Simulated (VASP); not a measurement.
# AgI (P6_3mc) in VASP: notebook, part 2 of 2

VASP 6.6.1.

### 3 Single point, PBE

File INCAR:

```
SYSTEM = AgI
PREC = Accurate
ENCUT = 500
EDIFF = 1E-6
ISMEAR = 0
SIGMA = 0.01
LREAL = .FALSE.
LASPH = .TRUE.
NELM = 120
ALGO = Normal
ISIF = 2
LWAVE = .FALSE.
LCHARG = .FALSE.
GGA = PE
NBANDS = 26
GGA_COMPAT = .FALSE.
```

File KPOINTS:

```
regular mesh
0
G
  4 4 4
  0 0 0
```

File POSCAR:

```
AgI
1.0
    4.6507421514      0.0000000000      0.0000000000
   -2.3253710757      4.0276608495      0.0000000000
    0.0000000000      0.0000000000      7.5997163705
Ag I
2 2
Direct
    0.6666666667      0.3333333333      0.6275238183
    0.3333333333      0.6666666667      0.1275238183
    0.6666666667      0.3333333333      0.0024761817
    0.3333333333      0.6666666667      0.5024761817
```

Potentials or basis: VASP PAW PBE potentials, release 64 (Ag, I).

Started as:

```console
$ cat potpaw_PBE.64/Ag/POTCAR potpaw_PBE.64/I/POTCAR > POTCAR
$ mpirun -np 1 vasp_std > vasp.out
```

Wall time 27 s (1 thread of AMD EPYC 9R45 (Zen 5), shared host); peak memory 0.23 GiB.

The run converged. Its results:

| Property | Result |
| --- | --- |
| Free energy | -9.5593 eV |
| Pressure | 0.6 GPa |
| Largest force | 0.009 eV/Å |
| Band gap on the k mesh | 1.37 eV |

Forces on the atoms (eV/Å):
```
Ag   0.000  0.000  0.009
Ag   0.000  0.000  0.009
I    0.000  0.000 -0.009
I    0.000  0.000 -0.009
```

Levels at points of the mesh, in eV from the valence-band top:
```csv
k point,band 15,band 16,band 17,band 18,band 19,band 20,band 21,band 22
"(0.00, 0.00, 0.00)",-0.66,-0.06,0.00,0.00,1.37,2.65,5.81,5.81
"(0.50, 0.00, 0.00)",-2.06,-1.66,-0.96,-0.67,3.32,3.62,4.87,5.83
"(0.00, 0.00, 0.50)",-0.34,-0.34,-0.34,-0.34,2.64,2.64,5.64,5.64
"(0.50, 0.00, 0.50)",-1.16,-1.16,-1.15,-1.15,3.29,3.29,4.91,4.91
```

Caveat: spin-orbit coupling is left out, which moves the levels of the heavy elements.

### 4 Single point, PBE

File INCAR:

```
SYSTEM = AgI
ALGO = Normal ; EDIFF = 1E-6
ENCUT = 500 ; GGA = PE
GGA_COMPAT = .FALSE. ; ISIF = 2
ISMEAR = 0 ; LASPH = .TRUE.
LCHARG = .FALSE. ; LREAL = .FALSE.
LWAVE = .FALSE. ; NBANDS = 26
NELM = 120 ; PREC = Accurate
SIGMA = 0.01
```

File KPOINTS:

```
k-points
0
G
  6 6 2
  0 0 0
```

POSCAR is that of step 3.

Potentials or basis: VASP PAW PBE potentials, release 64 (Ag, I).

Started as:

```console
$ cat potpaw_PBE.64/Ag/POTCAR potpaw_PBE.64/I/POTCAR > POTCAR
$ mpirun -np 1 vasp_std > vasp.out
```

OUTCAR:

```text
SYSTEM = AgI
   EDIFF = 1E-6
   ENCUT = 500
   GGA = PE
   ISIF = 2
   ISMEAR = 0
   LASPH = .TRUE.
   LREAL = .FALSE.
   NELM = 120
   PREC = Accurate

 ion  position               nearest neighbor table
   1  0.667  0.333  0.628-   4 2.85   4 2.85   4 2.85   3 2.85
   2  0.333  0.667  0.128-   3 2.85   3 2.85   3 2.85   4 2.85
   3  0.667  0.333  0.002-   2 2.85   2 2.85   2 2.85   1 2.85
   4  0.333  0.667  0.502-   1 2.85   1 2.85   1 2.85   2 2.85

  LATTYP: Found a hexagonal cell.
 ALAT       =     4.6507421514
 C/A-ratio  =     1.6340868023

  Lattice vectors:

 A1 = (   4.6507421514,   0.0000000000,   0.0000000000)
 A2 = (  -2.3253710757,   4.0276608495,   0.0000000000)
 A3 = (   0.0000000000,   0.0000000000,   7.5997163705)

Analysis of symmetry for initial positions (statically):
=====================================================================
 Subroutine PRICEL returns:
[... 161 lines left out ...]
  ext. energy  EPLUGINS =         0.00000000
  ---------------------------------------------------
  free energy    TOTEN  =        -9.57454783 eV

  energy without entropy =       -9.57454783  energy(sigma->0) =       -9.57454783

 E-fermi :   2.8169     XC(G=0):  -8.2492

 val. band max:        2.7101880910   @ k =   0.0000   0.0000   0.0000
 cond. band min:       4.0801093817   @ k =   0.0000   0.0000   0.0000
 fundamental gap:      1.3699212907
 Fermi energy:         2.8168953154

 k-point     1 :       0.0000    0.0000    0.0000
  band No.  band energies     occupation
      1      -9.8871      2.00000
      2      -9.6245      2.00000
      3      -1.2658      2.00000
      4      -1.2643      2.00000
      5      -1.2643      2.00000
      6      -1.1792      2.00000
[... 395 lines left out ...]
     25      10.9145      0.00000
     26      10.9149      0.00000

------------------------ aborting loop because EDIFF is reached ----------------------------------------

  FORCE on cell =-STRESS in cart. coord.  units (eV):
  Direction    XX          YY          ZZ          XY          YZ          ZX
  --------------------------------------------------------------------------------------
  -------------------------------------------------------------------------------------
  Total        0.5034074      0.5034074      0.5123668      0.0000000      0.0000000      0.0000000
  in kB        5.6657526      5.6657526      5.7665897      0.0000000      0.0000000      0.0000000
  external PRESSURE =       5.6993650 kB  Pullay stress =       0.0000000 kB

 VOLUME and BASIS-vectors are now :
 -----------------------------------------------------------------------------
  energy-cutoff  :      500.00
  volume of cell :      142.35
      direct lattice vectors                 reciprocal lattice vectors
     4.650742151  0.000000000  0.000000000     0.215019446  0.124141535  0.000000000
    -2.325371076  4.027660850  0.000000000     0.000000000  0.248283070  0.000000000
     0.000000000  0.000000000  7.599716371     0.000000000  0.000000000  0.131583858

 POSITION                                       TOTAL-FORCE (eV/Angst)
 -----------------------------------------------------------------------------------
      2.32537      1.34255      4.76900        -0.000000     -0.000000     -0.002246
     -0.00000      2.68511      0.96914        -0.000000     -0.000000     -0.002246
      2.32537      1.34255      0.01882        -0.000000      0.000000      0.002246
     -0.00000      2.68511      3.81868         0.000000     -0.000000      0.002246
 -----------------------------------------------------------------------------------
    total drift:                               -0.000000      0.000000      0.000572

  FREE ENERGIE OF THE ION-ELECTRON SYSTEM (eV)
  ---------------------------------------------------
  free  energy   TOTEN  =        -9.5745478294 eV

  energy  without entropy=       -9.5745478294  energy(sigma->0) =       -9.57454783
```

Run time: 30 s. Hardware: 1 thread of AMD EPYC 9R45 (Zen 5), shared host; peak memory 0.23 GiB.

What came out:

```
Free energy            : -9.5745 eV
Pressure               : 0.6 GPa
Band gap on the k mesh : 1.37 eV
```

Forces on the atoms (eV/Å):
```
Ag   0.000  0.000 -0.002
Ag   0.000  0.000 -0.002
I    0.000  0.000  0.002
I    0.000  0.000  0.002
```

Caveat: spin-orbit coupling is left out, which moves the levels of the heavy elements.

### 5 Single point, PBE

File INCAR:

```
SYSTEM = AgI
PREC = Accurate ; ENCUT = 500
EDIFF = 1E-6 ; ISMEAR = 1
SIGMA = 0.05 ; LREAL = .False.
LASPH = .True. ; NELM = 120
ALGO = Normal ; ISIF = 2
LWAVE = .False. ; LCHARG = .False.
GGA = PE ; NBANDS = 26
GGA_COMPAT = .False.
```

File KPOINTS:

```
Automatic mesh
0
Gamma
  6 6 2
  0 0 0
```

POSCAR is that of step 4.

Started as:

```console
$ cat potpaw_PBE.64/Ag/POTCAR potpaw_PBE.64/I/POTCAR > POTCAR
$ mpirun -np 1 vasp_std > vasp.out
```

It took 30 s on 1 thread of AMD EPYC 9R45 (Zen 5), shared host; peak memory 0.23 GiB.

Results (log left out):

```
Free energy            : -9.5745 eV
Pressure               : 0.6 GPa
Band gap on the k mesh : 1.37 eV
```

Forces in eV/Å, atoms in the order of the input:
```
Ag   0.000  0.000 -0.002
Ag   0.000  0.000 -0.002
I    0.000  0.000  0.002
I    0.000  0.000  0.002
```

Levels at points of the mesh, in eV from the valence-band top:
| k point | band 16 | band 17 | band 18 | band 19 | band 20 | band 21 |
| --- | --- | --- | --- | --- | --- | --- |
| (0.00, 0.00, 0.00) | -0.06 | 0.00 | 0.00 | 1.37 | 2.66 | 5.81 |
| (0.50, 0.00, 0.00) | -1.66 | -0.96 | -0.67 | 3.32 | 3.63 | 4.87 |
| (0.00, 0.00, 0.50) | -0.34 | -0.34 | -0.34 | 2.65 | 2.65 | 5.64 |
| (0.50, 0.00, 0.50) | -1.16 | -1.15 | -1.15 | 3.29 | 3.29 | 4.91 |

Caveat: spin-orbit coupling is left out, which moves the levels of the heavy elements. As with any semilocal functional, this PBE gap is likely too small.

### 6 The runs side by side

| k mesh | smearing | gap on the mesh (eV) | pressure (GPa) | largest force (eV/Å) |
| --- | --- | --- | --- | --- |
| 3 × 3 × 3 | gaussian 0.01 eV | 1.36 | 0.9 | 0.04 |
| 4 × 4 × 4 | gaussian 0.01 eV | 1.37 | 0.6 | 0.01 |
| 6 × 6 × 2 | gaussian 0.01 eV | 1.37 | 0.6 | - |
| 6 × 6 × 2 | methfessel-paxton 0.05 eV | 1.37 | 0.6 | - |

Alike in all rows: task single point; level PBE; potentials or basis VASP PAW PBE potentials, release 64 (Ag, I); no spin polarisation; cell as given; cutoff (eV) 500.

Caveats: some runs use coarse meshes; spin-orbit coupling is left out, which moves the levels of the heavy elements.

Absolute energies hang on the potentials; compare differences alone.
